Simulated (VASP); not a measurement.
# BP (F-43m) in VASP: notebook

Aim: see how the results for BP move with the level of theory and the settings. Levels: PBE, r2SCAN. Tasks: single point.

Everything below comes from runs of VASP 6.6.1. Logs are shortened: lines on timing, memory, paths and dates and some standing lists are left out, and cuts for length are marked.

### 1 The cell of the first run

It takes space group F-43m (No. 216, cubic). The conventional cell has a = 4.593 Å, b = 4.593 Å, c = 4.593 Å, α = 90.00°, β = 90.00°, γ = 90.00°. Within 2.6 Å of B (site symmetry -43m) lie 4 P at 1.99 Å. Within 2.6 Å of P (site symmetry -43m) lie 4 B at 1.99 Å.

### 2 Single point, PBE (volume changed by +3%)

Input file INCAR:

```
PREC = Accurate
ENCUT = 520
EDIFF = 1E-6
ISMEAR = 0
SIGMA = 0.01
LREAL = False
LASPH = True
NELM = 60
ALGO = Normal
ISIF = 2
LWAVE = False
LCHARG = False
GGA = PE
NBANDS = 11
```

Input file KPOINTS:

```
regular mesh
0
Gamma
  8 8 8
```

Input file POSCAR:

```
BP
1.0
    0.0000000000      2.2967096490      2.2967096490
    2.2967096490      0.0000000000      2.2967096490
    2.2967096490      2.2967096490      0.0000000000
B P
1 1
Direct
    0.0000000000      0.0000000000      0.0000000000
    0.2500000000      0.2500000000      0.2500000000
```

Potentials or basis: VASP PAW PBE potentials, release 64 (B, P).

The run is started by

```bash
$ cat potpaw_PBE.64/B/POTCAR potpaw_PBE.64/P/POTCAR > POTCAR
$ mpirun -np 1 vasp_std > vasp.out
```

OUTCAR:

```text
PREC = Accurate
   ENCUT = 520
   EDIFF = 1E-6
   ISMEAR = 0
   LREAL = False
   LASPH = True
   NELM = 60
   ISIF = 2
   GGA = PE

 ion  position               nearest neighbor table
   1  0.000  0.000  0.000-   2 1.99   2 1.99   2 1.99   2 1.99
   2  0.250  0.250  0.250-   1 1.99   1 1.99   1 1.99   1 1.99

  LATTYP: Found a face centered cubic cell.
 ALAT       =     4.5934192980

  Lattice vectors:

 A1 = (   0.0000000000,   2.2967096490,   2.2967096490)
 A2 = (   2.2967096490,   0.0000000000,   2.2967096490)
 A3 = (   2.2967096490,   2.2967096490,   0.0000000000)

Analysis of symmetry for initial positions (statically):
=====================================================================
 Subroutine PRICEL returns:
 Original cell was already a primitive cell.

 Routine SETGRP: Setting up the symmetry group for a
 face centered cubic supercell.

 Subroutine GETGRP returns: Found 24 space group operations
 (whereof 24 operations were pure point group operations)
 out of a pool of 48 trial point group operations.

The static configuration has the point symmetry T_d .

Analysis of symmetry for dynamics (positions and initial velocities):
=====================================================================
 Subroutine PRICEL returns:
 Original cell was already a primitive cell.

 Routine SETGRP: Setting up the symmetry group for a
 face centered cubic supercell.

 Subroutine GETGRP returns: Found 24 space group operations
 (whereof 24 operations were pure point group operations)
 out of a pool of 48 trial point group operations.

The dynamic configuration has the point symmetry T_d .

 Subroutine INISYM returns: Found 24 space group operations
 (whereof 24 operations are pure point group operations),
 and found     1 'primitive' translations

----------------------------------------------------------------------------------------

                                     Primitive cell

  volume of cell :      24.2297

  direct lattice vectors                    reciprocal lattice vectors
     0.000000000  2.296709649  2.296709649    -0.217702747  0.217702747  0.217702747
     2.296709649  0.000000000  2.296709649     0.217702747 -0.217702747  0.217702747
     2.296709649  2.296709649  0.000000000     0.217702747  0.217702747 -0.217702747

  length of vectors
     3.248037934  3.248037934  3.248037934     0.377072219  0.377072219  0.377072219

  position of ions in fractional coordinates (direct lattice)
     0.000000000  0.000000000  0.000000000
[... 81 lines left out ...]
   NSW    =      0    number of steps for IOM
   IBRION =     -1    ionic relax: 0-MD 1-quasi-New 2-CG
   NFREE  =      0    steps in history (QN), initial steepest desc. (CG)
   ISIF   =      2    stress and relaxation
   ISYM   =      2    0-nonsym 1-usesym 2-fastsym
   POTIM  = 0.5000    time-step for ionic-motion
   TEBEG  =    0.0;   TEEND  =   0.0 temperature during run
   PSTRESS=    0.0 pullay stress
   NELECT =       8.0000    total number of electrons
   NUPDOWN=      -1.0000    fix difference up-down
   EMIN   =  10.00;   EMAX   =-10.00  energy-range for DOS
   EFERMI =   0.00;   METHOD = LEGACY
   ISMEAR =     0;   SIGMA  =   0.01  broadening in eV -4-tet -1-fermi 0-gaus
   EFERMI_NEDOS =   21; number of points for ismear=-14 and -15
   IALGO  =     38    algorithm
   IMIX   =      4    mixing-type and parameters
     AMIX     =   0.40;   BMIX     =  1.00
     AMIX_MAG =   1.60;   BMIX_MAG =  1.00
  volume/ion in A,a.u.               =      12.11        81.76
  Fermi-wavevector in a.u.,A,eV,Ry     =   1.131502  2.138229 17.419501  1.280297
  Thomas-Fermi vector in A             =   2.268201
   LORBIT       =      0    0 simple, 1 ext, 2 COOP (PROOUT), +10 PAW based schemes
   GGA     = PE    functional components
   LHFCALC =     F    Hartree Fock is set to
   AEXX    =    0.0000 exact exchange contribution
   IVDW    =     0    specifies the selected vdW correction
   LEPSILON=     F    determine dielectric tensor
   LRPA    =     F    only Hartree local field effects (RPA)
 non-spin polarized calculation
 Gauss-broadening in eV      SIGMA  =   0.01
  energy-cutoff  :      520.00
  volume of cell :       24.23
 maximum number of plane-waves:       666
   NGX = 13   NGY = 13   NGZ = 13

 number of electron       7.9999999 magnetization

 Free energy of the ion-electron system (eV)
  ---------------------------------------------------
  ext. energy  EPLUGINS =         0.00000000
  ---------------------------------------------------
  free energy    TOTEN  =       -12.91830507 eV

  energy without entropy =      -12.91830507  energy(sigma->0) =      -12.91830507

 E-fermi :   7.0782     XC(G=0): -10.7506

 val. band max:        7.0080279235   @ k =   0.0000   0.0000   0.0000
 cond. band min:       8.3214442800   @ k =   0.3750   0.3750   0.0000
 fundamental gap:      1.3134163565
 Fermi energy:         7.0782228462

 k-point     1 :       0.0000    0.0000    0.0000
  band No.  band energies     occupation
      1      -8.1312      2.00000
      2       7.0080      2.00000
      3       7.0080      2.00000
      4       7.0080      2.00000
      5      10.3574      0.00000
      6      10.3574      0.00000
      7      10.3574      0.00000
      8      13.8344      0.00000
      9      18.2811      0.00000
     10      19.0345      0.00000
     11      19.0345      0.00000
[... 309 lines left out ...]
 k-point    24 :      -0.3750    0.2500    0.1250
  band No.  band energies     occupation
      1      -4.3097      2.00000
      2      -1.2161      2.00000
      3       2.5959      2.00000
      4       3.9991      2.00000
      5      11.1932      0.00000
      6      12.0824      0.00000
      7      15.0846      0.00000
      8      16.5689      0.00000
      9      17.3083      0.00000
     10      21.1840      0.00000
     11      23.5788      0.00000

 [... further k-points ...]
[... 5 lines left out ...]
  --------------------------------------------------------------------------------------
  -------------------------------------------------------------------------------------
  Total       -0.7125234     -0.7125234     -0.7125234      0.0000000      0.0000000     -0.0000000
  in kB      -47.1152419    -47.1152419    -47.1152419      0.0000000      0.0000000     -0.0000000
  external PRESSURE =     -47.1152419 kB  Pullay stress =       0.0000000 kB

 VOLUME and BASIS-vectors are now :
 -----------------------------------------------------------------------------
  energy-cutoff  :      520.00
  volume of cell :       24.23
      direct lattice vectors                 reciprocal lattice vectors
     0.000000000  2.296709649  2.296709649    -0.217702747  0.217702747  0.217702747
     2.296709649  0.000000000  2.296709649     0.217702747 -0.217702747  0.217702747
     2.296709649  2.296709649  0.000000000     0.217702747  0.217702747 -0.217702747

 POSITION                                       TOTAL-FORCE (eV/Angst)
 -----------------------------------------------------------------------------------
      0.00000      0.00000      0.00000         0.000000      0.000000      0.000000
      1.14835      1.14835      1.14835        -0.000000     -0.000000     -0.000000
 -----------------------------------------------------------------------------------
    total drift:                                0.000000      0.000000      0.000000

  FREE ENERGIE OF THE ION-ELECTRON SYSTEM (eV)
  ---------------------------------------------------
  free  energy   TOTEN  =       -12.9183050690 eV

  energy  without entropy=      -12.9183050690  energy(sigma->0) =      -12.91830507
```

stdout:

```text
POSCAR found type information on POSCAR B P
 POSCAR found :  2 types and       2 ions
 scaLAPACK will be used
 LDA part: xc-table for (Slater+PW92), standard interpolation
 POSCAR, INCAR and KPOINTS ok, starting setup
 FFT: planning ... GRIDC
 FFT: planning ... GRID_SOFT
 FFT: planning ... GRID
 WAVECAR not read
 entering main loop
```

Wall time 5.3 s (1 thread of Intel Xeon Platinum 8259CL at 2.50GHz (Skylake/Cascade Lake), shared host); peak memory 0.13 GiB.

What came out:

| Quantity | Value |
| --- | --- |
| Free energy | -12.9183 eV |
| Pressure | -4.7 GPa |
| Band gap on the k mesh | 1.31 eV, indirect (least direct gap 3.35 eV) |

Levels at points of the mesh, in eV from the valence-band top:
| k point | band 1 | band 2 | band 3 | band 4 | band 5 | band 6 | band 7 | band 8 | band 9 |
| --- | --- | --- | --- | --- | --- | --- | --- | --- | --- |
| (0.00, 0.00, 0.00) | -15.14 | 0.00 | 0.00 | 0.00 | 3.35 | 3.35 | 3.35 | 6.83 | 11.27 |
| (0.50, 0.00, 0.00) | -11.95 | -8.78 | -1.71 | -1.71 | 3.57 | 4.69 | 4.69 | 10.00 | 14.39 |
| (0.50, 0.50, 0.00) | -10.48 | -8.40 | -3.98 | -3.98 | 1.40 | 1.69 | 11.78 | 11.78 | 14.80 |

 A k mesh can miss the band edges.

### 3 Single point, PBE (volume changed by +6%)

Input file INCAR:

```
PREC = Accurate
ENCUT = 520
EDIFF = 1E-6
ISMEAR = 0
SIGMA = 0.01
LREAL = F
LASPH = T
NELM = 60
ALGO = Normal
ISIF = 2
LWAVE = F
LCHARG = F
GGA = PE
NBANDS = 11
```

KPOINTS is that of step 2.

Input file POSCAR:

```
BP
1.0
    0.0000000000      2.3187947504      2.3187947504
    2.3187947504      0.0000000000      2.3187947504
    2.3187947504      2.3187947504      0.0000000000
B P
1 1
Direct
    0.0000000000      0.0000000000      0.0000000000
    0.2500000000      0.2500000000      0.2500000000
```

Potentials or basis: VASP PAW PBE potentials, release 64 (B, P).

The run is started by

```bash
$ cat potpaw_PBE.64/B/POTCAR potpaw_PBE.64/P/POTCAR > POTCAR
$ mpirun -np 1 vasp_std > vasp.out
```

It took 5 s on 1 thread of Intel Xeon Platinum 8259CL at 2.50GHz (Skylake/Cascade Lake), shared host; peak memory 0.13 GiB.

The run converged. Its results:

| Quantity | Value |
| --- | --- |
| Free energy | -12.8891 eV |
| Pressure | -8.6 GPa |
| Band gap on the k mesh | 1.35 eV, indirect (least direct gap 3.31 eV) |

Levels at points of the mesh, in eV from the valence-band top:
```tsv
k point	band 2	band 3	band 4	band 5	band 6	band 7
(0.00, 0.00, 0.00)	0.00	0.00	0.00	3.31	3.31	3.31
(0.50, 0.00, 0.00)	-8.58	-1.68	-1.68	3.40	4.67	4.67
(0.50, 0.50, 0.00)	-8.25	-3.88	-3.88	1.46	1.72	11.52
```

(Part 1 of 2 ends here.)
